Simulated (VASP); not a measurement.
# AgBr (rocksalt type) (Fm-3m) in VASP: further runs, part 3 of 3

VASP 6.6.1.

## (6) Relaxation of cell and atoms, PBE

This run uses another cell than the first one, of 18.05 Å³/atom, 0.743 times its volume.

Contents of INCAR:

```
PREC = Accurate
ENCUT = 500
EDIFF = 1E-7
ISMEAR = -1
SIGMA = 0.03
LREAL = False
LASPH = True
NELM = 120
ALGO = Normal
ISIF = 3
LWAVE = False
LCHARG = False
GGA = PE
IBRION = 2
NSW = 100
EDIFFG = -0.005
GGA_COMPAT = False
NELMIN = 4
```

Contents of KPOINTS:

```
Automatic mesh
0
Gamma
  13 13 13
```

Contents of POSCAR:

```
AgBr
1.0
    0.0000000000      2.6232327377      2.6232327377
    2.6232327377      0.0000000000      2.6232327377
    2.6232327377      2.6232327377      0.0000000000
Ag Br
1 1
Direct
    0.0000000000      0.0000000000      0.0000000000
    0.5000000000      0.5000000000      0.5000000000
```

Potentials or basis: VASP PAW PBE potentials, release 64 (Ag, Br).

Started as:

```
cat potpaw_PBE.64/Ag/POTCAR potpaw_PBE.64/Br/POTCAR > POTCAR
mpirun -np 1 vasp_std > vasp.out
```

OUTCAR:

```text
PREC = Accurate
   ENCUT = 500
   EDIFF = 1E-7
   ISMEAR = -1
   LREAL = False
   LASPH = True
   NELM = 120
   ISIF = 3
   GGA = PE
   IBRION = 2
   NSW = 100
   EDIFFG = -0.005
   NELMIN = 4

 ion  position               nearest neighbor table
   1  0.000  0.000  0.000-   2 2.62   2 2.62   2 2.62   2 2.62   2 2.62   2 2.62
   2  0.500  0.500  0.500-   1 2.62   1 2.62   1 2.62   1 2.62   1 2.62   1 2.62

  LATTYP: Found a face centered cubic cell.
 ALAT       =     5.2464654754

  Lattice vectors:

 A1 = (   0.0000000000,   2.6232327377,   2.6232327377)
 A2 = (   2.6232327377,   0.0000000000,   2.6232327377)
 A3 = (   2.6232327377,   2.6232327377,   0.0000000000)

Analysis of symmetry for initial positions (statically):
=====================================================================
 Subroutine PRICEL returns:
 Original cell was already a primitive cell.

 Routine SETGRP: Setting up the symmetry group for a
 face centered cubic supercell.

 Subroutine GETGRP returns: Found 48 space group operations
 (whereof 48 operations were pure point group operations)
 out of a pool of 48 trial point group operations.

The static configuration has the point symmetry O_h .

Analysis of symmetry for dynamics (positions and initial velocities):
=====================================================================
 Subroutine PRICEL returns:
 Original cell was already a primitive cell.
[... 167 lines left out ...]
      1      -9.7378      2.00000
      2       3.1489      2.00000
      3       3.1489      2.00000
      4       3.1489      2.00000
      5       3.1669      2.00000
      6       3.1669      2.00000
      7       4.4585      2.00000
      8       4.4585      2.00000
      9       4.4585      2.00000
     10       8.3288      0.00001
     11      17.2916      0.00000
     12      17.2916      0.00000
     13      17.2916      0.00000
[... 469 lines left out ...]
  FREE ENERGIE OF THE ION-ELECTRON SYSTEM (eV)
  ---------------------------------------------------
  free  energy   TOTEN  =        -4.9938646282 eV

  energy  without entropy=       -4.9938645837  energy(sigma->0) =       -4.99386461

[... ionic steps 4 to 19 ...]

--------------------------------------- Ionic step       20  -------------------------------------------

 number of electron      17.9999993 magnetization

------------------------ aborting loop because EDIFF is reached ----------------------------------------
[... 67 lines left out ...]
--------------------------------------- Ionic step       22  -------------------------------------------

 number of electron      17.9999993 magnetization

 Free energy of the ion-electron system (eV)
  ---------------------------------------------------
  ext. energy  EPLUGINS =         0.00000000
  ---------------------------------------------------
  free energy    TOTEN  =        -4.99469342 eV

  energy without entropy =       -4.99469337  energy(sigma->0) =       -4.99469339

 E-fermi :   3.4513     XC(G=0):  -9.6227

 val. band max:        3.0390635114   @ k =   0.4615   0.0000   0.0000
 cond. band min:       3.7431848332   @ k =   0.0000   0.0000   0.0000
 fundamental gap:      0.7041213217
 Fermi energy:         3.4512802036

 k-point     1 :       0.0000    0.0000    0.0000
  band No.  band energies     occupation
      1     -11.7286      2.00000
      2       0.4518      2.00000
      3       0.4518      2.00000
      4       0.4523      2.00000
      5       0.4523      2.00000
      6       0.4523      2.00000
      7       1.2907      2.00000
      8       1.2907      2.00000
      9       1.2907      2.00000
     10       3.7432      0.00012
     11      12.9843      0.00000
     12      12.9843      0.00000
     13      12.9843      0.00000
[... 397 lines left out ...]
  FREE ENERGIE OF THE ION-ELECTRON SYSTEM (eV)
  ---------------------------------------------------
  free  energy   TOTEN  =        -4.9946934151 eV

  energy  without entropy=       -4.9946933727  energy(sigma->0) =       -4.99469339

 reached required accuracy - stopping structural energy minimisation
```

CONTCAR:

```text
AgBr
   1.00000000000000
    -0.0000000000000000    2.9154002392432190    2.9154002392432190
     2.9154002392432194    0.0000000000000000    2.9154002392432190
     2.9154002392432194    2.9154002392432190    0.0000000000000000
  Ag              Br
     1     1
Direct
     0.0000000000000000    0.0000000000000000    0.0000000000000000
     0.5000000000000000    0.5000000000000000    0.5000000000000000

  0.00000000E+00  0.00000000E+00  0.00000000E+00
  0.00000000E+00  0.00000000E+00  0.00000000E+00
```

Run time: 2.8 min. Hardware: 1 thread of AMD EPYC 9R45 (Zen 5), shared host; peak memory 0.16 GiB.

Results:

```yaml
Free_energy: -4.9947 eV
Relaxed_volume: 24.78 Å³/atom
Relaxed_cell: a = 4.123 Å, b = 4.123 Å, c = 4.123 Å, α = 60.00°, β = 60.00°, γ = 60.00°
Space_group_after_relaxing_to_0.05_Å: Fm-3m (No. 225)
Energy_gained_by_relaxing: 447.0 meV/atom
Ionic_steps: 22
Pressure_after_relaxing: 0.0 GPa
Band_gap_on_the_k_mesh: 0.70 eV, indirect (least direct gap 2.45 eV)
```

The path:
| step | energy change (eV) | largest force (eV/Å) | pressure (GPa) | volume (Å³) |
| --- | --- | --- | --- | --- |
| 1 | 0.0000 | 0.0000 | 29.44 | 36.10 |
| 2 | -0.8025 | 0.0000 | -3.77 | 56.35 |
| 3 | -0.8931 | 0.0000 | 0.48 | 49.00 |
| 4 | -0.8939 | 0.0000 | -0.11 | 49.70 |
| 5 | -0.8939 | 0.0000 | 0.13 | 49.40 |
| 6 | -0.8939 | 0.0000 | 0.13 | 49.40 |
| 7 | -0.8939 | 0.0000 | 0.13 | 49.40 |
| 8 | -0.8939 | 0.0000 | 0.13 | 49.40 |
| 9 | -0.8939 | 0.0000 | 0.13 | 49.40 |
| 10 | -0.8939 | 0.0000 | 0.13 | 49.40 |
| 11 | -0.8939 | 0.0000 | 0.13 | 49.40 |
| 12 | -0.8939 | 0.0000 | 0.13 | 49.40 |
| 13 | -0.8939 | 0.0000 | 0.13 | 49.41 |
| 14 | -0.8939 | 0.0000 | 0.13 | 49.41 |
| 15 | -0.8939 | 0.0000 | 0.13 | 49.41 |
| 16 | -0.8939 | 0.0000 | 0.12 | 49.41 |
| 17 | -0.8939 | 0.0000 | 0.11 | 49.42 |
| 18 | -0.8939 | 0.0000 | 0.11 | 49.43 |
| 19 | -0.8939 | 0.0000 | 0.08 | 49.46 |
| 20 | -0.8939 | 0.0000 | 0.04 | 49.51 |
| 21 | -0.8939 | 0.0000 | -0.04 | 49.61 |
| 22 | -0.8939 | 0.0000 | 0.00 | 49.56 |

Final structure:
```
Ag Br
1.0
     0.00000    2.91540    2.91540
     2.91540    0.00000    2.91540
     2.91540    2.91540    0.00000
Ag Br
1 1
Direct
  0.00000 0.00000 0.00000
  0.50000 0.50000 0.50000
```

Caveat: the volume moved by over 15 % at a fixed basis, so the end points are rough.

## (7) The runs side by side

```csv
task,cell,gap on the mesh (eV),pressure (GPa)
single point,"a = 4.095 Å, angles 60.0°, 2 atoms",0.70,1.0
single point,"a = 4.130 Å, angles 60.0°, 2 atoms",0.71,0.0
single point,"a = 4.164 Å, angles 60.0°, 2 atoms",0.72,-0.9
single point,"a = 4.198 Å, angles 60.0°, 2 atoms",0.73,-1.7
relaxation of cell and atoms,"relaxed from a = 3.710 Å, angles 60.0°, 2 atoms",0.70,0.0
```

Alike in all rows: level PBE; potentials or basis VASP PAW PBE potentials, release 64 (Ag, Br); no spin polarisation; k mesh 13 × 13 × 13; cutoff (eV) 500; smearing fermi-dirac 0.03 eV.

Caveats: the volume moved by over 15 % at a fixed basis, so the end points are rough (some runs).

Total energies depend on the potentials used, so only differences within one code and one set of settings carry meaning.
